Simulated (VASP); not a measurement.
A run of VASP 6.6.1 is set up as follows.

The input INCAR:

```
SYSTEM = H4C2O3
ALGO     = Normal         ! electronic algorithm
EDIFF    = 1E-6           ! SCF threshold, eV
ENCUT    = 520            ! plane-wave cutoff, eV
GGA      = CA             ! functional
ISIF     = 2              ! what is computed and relaxed
ISMEAR   = -1             ! smearing method
LASPH    = .TRUE.         ! aspherical terms in the spheres
LCHARG   = .FALSE.        ! write CHGCAR
LREAL    = Auto         
LWAVE    = .FALSE.        ! write WAVECAR
NBANDS   = 64             ! bands
NELM     = 100            ! most SCF steps
PREC     = Accurate       ! precision mode
SIGMA    = 0.02           ! smearing width, eV
```

Contents of KPOINTS:

```
k-points
0
G
  1 1 1
  0 0 0
```

The input POSCAR:

```
H4C2O3
1.0
    6.2165030000      0.0000000000      0.0000000000
    0.0000000000      6.2165030000      0.0000000000
    0.0000000000      0.0000000000      6.2165030000
O C H
9 6 12
Direct
    0.3211934427      0.9406413863      0.9949323599
    0.9174933238      0.0477760567      0.8340863022
    0.6742858485      1.1464966718      0.3321159822
    0.3116060589      0.3118312659      1.0383651387
    0.5907501372      0.2667737794      0.8113243089
    0.9172520306      0.8430141512      0.1473336376
    1.0641352542      0.6295340001     -0.1005870986
    0.4579584374      0.4583123341      0.4288263031
    0.7841064341      0.5852003932      0.5299603330
    0.4332821845      0.7828356232      0.9553763587
    0.9023079374      0.2424996819      0.8391534598
    0.5809536326      1.0016403113      0.4295501828
    0.4996539051      0.3582078220      0.9737307293
    1.0100534014      0.6717763990      0.0892302312
    0.5866159801      0.5884176361      0.5284321426
    0.6054207647      0.7887231776      0.9770284033
    0.3308290851      0.6380275213      0.8850635156
    0.9586096878      0.3285448427      0.9860688558
    0.9271933111      0.3411242623      0.6928975985
    0.5516284638      0.8399255980      0.3362983980
    0.5408989588      1.0136567134      0.5971041919
    0.3008282953      0.1457893610      1.0147988347
    0.5806158221      0.5050267007      1.0595506831
    0.9092571821      0.9456281128     -0.0190299916
    1.0154744557      0.5493763938      0.2285851064
    0.5561486900      0.3379391919      0.3831414543
    0.5053966836      0.7054931044      0.6320273633
```

Potentials or basis: VASP PAW LDA potentials, release 64 (O, C, H).

Run with:

```sh
$ cat potpaw_LDA.64/O/POTCAR potpaw_LDA.64/C/POTCAR potpaw_LDA.64/H/POTCAR > POTCAR
$ mpirun -np 1 vasp_gam > vasp.out
```

Q: What does it give for the largest force?

A: 3.559 eV/Å.

Q: Estimate the pressure.

A: 4.6 GPa.

Q: Estimate the band gap on the k mesh.

A: 2.14 eV.

Stress tensor (GPa, compression positive):
```
 2.81 -2.07 -0.07
-2.07 10.30 -1.68
-0.07 -1.68  0.54
```

Caveat: the k points lie up to 1.01 Å⁻¹ apart.
